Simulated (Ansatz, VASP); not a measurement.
**Two plane-wave programs on Cu4O**

```
Cu O
1.0
     3.96385    0.00000    0.00000
     0.00000    3.96385    0.00000
     0.00000    0.00000    3.96385
Cu O
4 1
Direct
  0.50000 0.50000 0.50000
  0.50000 0.00000 0.00000
  0.00000 0.50000 0.00000
  0.00000 0.00000 0.50000
  0.00000 0.00000 0.00000
```

Alike in both runs: functional PBE; k mesh 4 × 4 × 4; occupations gaussian, width 0.1 eV; collinear spin.

Ansatz relaxed the structure, and its values are those at the end. VASP's run is a single point on that final structure, the one shown.

|  | VASP | Ansatz |
| --- | --- | --- |
| version | VASP 6.6.1 | Ansatz 0.2.0 |
| potentials or method | VASP PAW PBE potentials, release 64 (Cu, O), cutoff 520 eV | scalar-relativistic, plane waves, PAW |
| valence electrons in the cell | 50 | 82 |

```tsv
	VASP	Ansatz	Ansatz less VASP
gap on the k mesh at the Fermi level (eV)	none	none	-
pressure (GPa)	0.7	0.2	-0.51
net moment per atom (μB)	0.00	0.00	0.000
```

A gap of «none» marks a metal or a gap that the smearing closes. VASP's potentials hold 50 valence electrons a cell and Ansatz's 82, so a difference there can come from the potentials and not from the codes. Ansatz's warnings: seeded moment not kept.

The k mesh is coarse, so the values compare programs but aren't converged.
